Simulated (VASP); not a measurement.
# Pt in VASP: relaxation of the atoms with PBEsol

Aim: the relaxation of the atoms of Pt with PBEsol.

All numbers are computed with VASP 6.6.1; they aren't measurements. Logs are shortened: lines on timing, memory, paths and dates and some standing lists are left out, and cuts for length are marked.

**1. The cell of the first run**

The cell holds a slab with vacuum, 4 atoms: a = 2.770 Å, b = 2.770 Å, c = 22.877 Å, α = 90.00°, β = 90.00°, γ = 90.00°.

**2. Relaxation of the atoms, PBEsol**

INCAR

```
SYSTEM = Pt
ALGO     = Normal         ! electronic algorithm
DIPOL    = 0.5 0.5 0.500
EDIFF    = 1E-7           ! SCF threshold, eV
EDIFFG   = -0.03          ! ionic threshold
ENCUT    = 520            ! plane-wave cutoff, eV
GGA      = PS             ! functional
IBRION   = 2              ! ionic algorithm
IDIPOL   = 3            
ISIF     = 2              ! what is computed and relaxed
ISMEAR   = 0              ! smearing method
LASPH    = .TRUE.         ! aspherical terms in the spheres
LCHARG   = .FALSE.        ! write CHGCAR
LDIPOL   = .TRUE.       
LREAL    = .FALSE.        ! projectors in reciprocal space
LWAVE    = .FALSE.        ! write WAVECAR
NELM     = 60             ! most SCF steps
NSW      = 90             ! ionic steps
PREC     = Accurate       ! precision mode
SIGMA    = 0.1            ! smearing width, eV
```

KPOINTS

```
k-points
0
G
  10 10 1
  0 0 0
```

POSCAR

```
Pt
1.0
    2.7704872837      0.0000000000      0.0000000000
    0.0000000000      2.7704872837      0.0000000000
    0.0000000000      0.0000000000     22.8770910366
Pt
4
Selective dynamics
Direct
    0.5000000000      0.5000000000      0.3715507355  F F F
    0.0000000000      0.0000000000      0.4571835785  F F F
    0.5000000000      0.5000000000      0.5428164215  T T T
    0.0000000000      0.0000000000      0.6284492645  T T T
```

Potentials or basis: VASP PAW PBE potentials, release 64 (Pt).

Started as:

```bash
$ cat potpaw_PBE.64/Pt/POTCAR > POTCAR
$ mpirun -np 1 vasp_std > vasp.out
```

OUTCAR:

```text
SYSTEM = Pt
   EDIFF = 1E-7
   EDIFFG = -0.03
   ENCUT = 520
   GGA = PS
   IBRION = 2
   ISIF = 2
   ISMEAR = 0
   LASPH = .TRUE.
   LREAL = .FALSE.
   NELM = 60
   NSW = 90
   PREC = Accurate

 ion  position               nearest neighbor table
   1  0.500  0.500  0.372-   2 2.77   2 2.77   2 2.77   2 2.77
   2  0.000  0.000  0.457-   1 2.77   3 2.77   1 2.77   3 2.77   1 2.77   3 2.77   1 2.77   3 2.77

   3  0.500  0.500  0.543-   2 2.77   4 2.77   2 2.77   4 2.77   2 2.77   4 2.77   2 2.77   4 2.77

   4  0.000  0.000  0.628-   3 2.77   3 2.77   3 2.77   3 2.77

  LATTYP: Found a simple tetragonal cell.
 ALAT       =     2.7704872837
 C/A-ratio  =     8.2574250282

  Lattice vectors:

 A1 = (   2.7704872837,   0.0000000000,   0.0000000000)
 A2 = (   0.0000000000,   2.7704872837,   0.0000000000)
 A3 = (   0.0000000000,   0.0000000000,  22.8770910366)

Analysis of symmetry for initial positions (statically):
=====================================================================
 Subroutine PRICEL returns:
 Original cell was already a primitive cell.

 Routine SETGRP: Setting up the symmetry group for a
 simple tetragonal supercell.

 Subroutine GETGRP returns: Found 16 space group operations
 (whereof  8 operations were pure point group operations)
 out of a pool of 16 trial point group operations.

The static configuration has the point symmetry C_4v.
 The point group associated with its full space group is D_4h.

Analysis of symmetry for dynamics (positions and initial velocities):
=====================================================================
 Subroutine PRICEL returns:
 Original cell was already a primitive cell.

 Routine SETGRP: Setting up the symmetry group for a
 simple tetragonal supercell.

 Subroutine GETGRP returns: Found 16 space group operations
 (whereof  8 operations were pure point group operations)
 out of a pool of 16 trial point group operations.

The dynamic configuration has the point symmetry C_4v.
 The point group associated with its full space group is D_4h.

Analysis of constrained symmetry for selective dynamics:
=====================================================================
 Subroutine PRICEL returns:
 Original cell was already a primitive cell.

 Routine SETGRP: Setting up the symmetry group for a
 simple tetragonal supercell.

[... 137 lines left out ...]
 Gauss-broadening in eV      SIGMA  =   0.10
  energy-cutoff  :      520.00
  volume of cell :      175.60
 maximum number of plane-waves:      4773
 NGX is ok and might be reduce to    24
   NGX = 11   NGY = 11   NGZ = 85

--------------------------------------- Ionic step        1  -------------------------------------------

 number of electron      39.9999997 magnetization

 Free energy of the ion-electron system (eV)
  ---------------------------------------------------
  ext. energy  EPLUGINS =         0.00000000
  ---------------------------------------------------
  free energy    TOTEN  =       -25.71753197 eV

  energy without entropy =      -25.68033290  energy(sigma->0) =      -25.69893243

------------------------ aborting loop because EDIFF is reached ----------------------------------------

  FORCE on cell =-STRESS in cart. coord.  units (eV):
  Direction    XX          YY          ZZ          XY          YZ          ZX
  --------------------------------------------------------------------------------------
  -------------------------------------------------------------------------------------
  Total       -5.0253845     -5.0253845     -2.2045453      0.0000000      0.0000000      0.0000000
  in kB      -45.8528940    -45.8528940    -20.1148355      0.0000000      0.0000000      0.0000000
  external PRESSURE =     -37.2735412 kB  Pullay stress =       0.0000000 kB
[... 101 lines left out ...]
--------------------------------------- Ionic step        4  -------------------------------------------

 number of electron      39.9999996 magnetization

 E-fermi :  -0.0078     XC(G=0):  -5.4912

 val. band max:       -0.0174629038   @ k =   0.1000   0.0000   0.0000
 cond. band min:       0.0002369037   @ k =   0.5000   0.4000   0.0000
 fundamental gap:      0.0176998075
 Fermi energy:        -0.0078277676

 k-point     1 :       0.0000    0.0000    0.0000
  band No.  band energies     occupation
      1      -9.6259      2.00000
      2      -7.8395      2.00000
      3      -6.6832      2.00000
      4      -6.3872      2.00000
      5      -6.2824      2.00000
      6      -5.5192      2.00000
[... 663 lines left out ...]
  FREE ENERGIE OF THE ION-ELECTRON SYSTEM (eV)
  ---------------------------------------------------
  free  energy   TOTEN  =       -25.7295918460 eV

  energy  without entropy=      -25.6940890250  energy(sigma->0) =      -25.71184044

 dipolmoment           0.000000      0.000000      0.000418 electrons x Angstroem

--------------------------------------- Ionic step        7  -------------------------------------------

 number of electron      39.9999998 magnetization

 dipolmoment           0.000000      0.000000     -0.000533 electrons x Angstroem

 Free energy of the ion-electron system (eV)
  ---------------------------------------------------
  ext. energy  EPLUGINS =         0.00000000
  ---------------------------------------------------
  free energy    TOTEN  =       -25.73473058 eV

  energy without entropy =      -25.69871269  energy(sigma->0) =      -25.71672164

 E-fermi :   0.0081     XC(G=0):  -5.4690

 val. band max:       -0.0060731119   @ k =   0.1000   0.0000   0.0000
 cond. band min:       0.0131294392   @ k =   0.5000   0.4000   0.0000
 fundamental gap:      0.0192025511
 Fermi energy:         0.0081151254

 k-point     1 :       0.0000    0.0000    0.0000
  band No.  band energies     occupation
      1      -9.7091      2.00000
      2      -7.8528      2.00000
      3      -6.7429      2.00000
      4      -6.4716      2.00000
      5      -6.2927      2.00000
      6      -5.5214      2.00000
[... 556 lines left out ...]
     23       6.1708      0.00000
     24       6.1708      0.00000

------------------------ aborting loop because EDIFF is reached ----------------------------------------

 vacuum level on the upper side and lower side of the slab       (xc-potential included)        -0.015        -0.002

  FORCE on cell =-STRESS in cart. coord.  units (eV):
  Direction    XX          YY          ZZ          XY          YZ          ZX
  --------------------------------------------------------------------------------------
  -------------------------------------------------------------------------------------
  Total       -3.9113965     -3.9113965     -0.8953028      0.0000000      0.0000000      0.0000000
  in kB      -35.6885829    -35.6885829     -8.1689715      0.0000000      0.0000000      0.0000000
  external PRESSURE =     -26.5153791 kB  Pullay stress =       0.0000000 kB
[... 19 lines left out ...]
  FREE ENERGIE OF THE ION-ELECTRON SYSTEM (eV)
  ---------------------------------------------------
  free  energy   TOTEN  =       -25.7347305840 eV

  energy  without entropy=      -25.6987126925  energy(sigma->0) =      -25.71672164

 reached required accuracy - stopping structural energy minimisation

 vacuum level on the upper side and lower side of the slab         5.748         5.761
```

OSZICAR:

```text
N       E                     dE             d eps       ncg     rms          rms(c)
DAV:   1     0.272594239607E+03    0.27259E+03   -0.17679E+04  1008   0.140E+03
DAV:   2    -0.124424201626E+02   -0.28504E+03   -0.27387E+03  1344   0.275E+02
DAV:   3    -0.271367187930E+02   -0.14694E+02   -0.14276E+02  1288   0.611E+01
[... 114 lines left out ...]
DAV:   8    -0.257347824175E+02    0.30521E-03   -0.39947E-03  1224   0.303E-01    0.726E-02
DAV:   9    -0.257347394469E+02    0.42971E-04   -0.27854E-04  1240   0.952E-02    0.233E-02
DAV:  10    -0.257347317333E+02    0.77135E-05   -0.30352E-05  1288   0.326E-02    0.964E-03
DAV:  11    -0.257347306833E+02    0.10500E-05   -0.67793E-06  1160   0.154E-02    0.382E-03
DAV:  12    -0.257347305840E+02    0.99330E-07   -0.81874E-07   928   0.534E-03
   7 F= -.25734731E+02 E0= -.25716722E+02  d E =-.751017E-02
```

CONTCAR:

```text
Pt
   1.00000000000000
     2.7704872837000001    0.0000000000000000    0.0000000000000000
     0.0000000000000000    2.7704872837000001    0.0000000000000000
     0.0000000000000000    0.0000000000000000   22.8770910365999995
  Pt
     4
Selective dynamics
Direct
     0.5000000000000000    0.5000000000000000    0.3715507355000014   F   F   F
     0.0000000000000000    0.0000000000000000    0.4571835785000005   F   F   F
     0.5000000000000000    0.5000000000000000    0.5417189131034803   T   T   T
     0.0000000000000000    0.0000000000000000    0.6246160602763535   T   T   T

  0.00000000E+00  0.00000000E+00  0.00000000E+00
  0.00000000E+00  0.00000000E+00  0.00000000E+00
  0.00000000E+00  0.00000000E+00  0.00000000E+00
  0.00000000E+00  0.00000000E+00  0.00000000E+00
```

Wall time 19 min (1 thread of Oxide Virtual Turin-like, shared host); peak memory 0.31 GiB.

What came out:

```yaml
Free_energy: -25.7347 eV
Energy_gained_by_relaxing: 4.3 meV/atom
Ionic_steps: 7
Band_gap_on_the_k_mesh: zero (bands 20 and 21 overlap by 1.39 eV)
```

Step by step:
```csv
step,energy change (eV),largest force on free atoms (eV/Å),pressure (GPa)
1,0.0000,0.4500,-3.73
2,-0.0086,0.2253,-3.48
3,-0.0097,0.1938,-3.35
4,-0.0121,0.1620,-3.23
5,-0.0166,0.0601,-2.85
6,-0.0121,0.1758,-2.02
7,-0.0172,0.0065,-2.65
```

Final structure:
```yaml
crystal:
  lattice:
    - [2.77049, 0.00000, 0.00000]
    - [0.00000, 2.77049, 0.00000]
    - [0.00000, 0.00000, 22.87709]
  atoms:
    - { symbol: Pt, position: [0.50000, 0.50000, 0.37155] }
    - { symbol: Pt, position: [0.00000, 0.00000, 0.45718] }
    - { symbol: Pt, position: [0.50000, 0.50000, 0.54172] }
    - { symbol: Pt, position: [0.00000, 0.00000, 0.62462] }
```

Caveat: the PAW data sets were made with another functional, which shifts forces and pressure a little; spin-orbit coupling is left out, which moves the levels of the heavy elements.
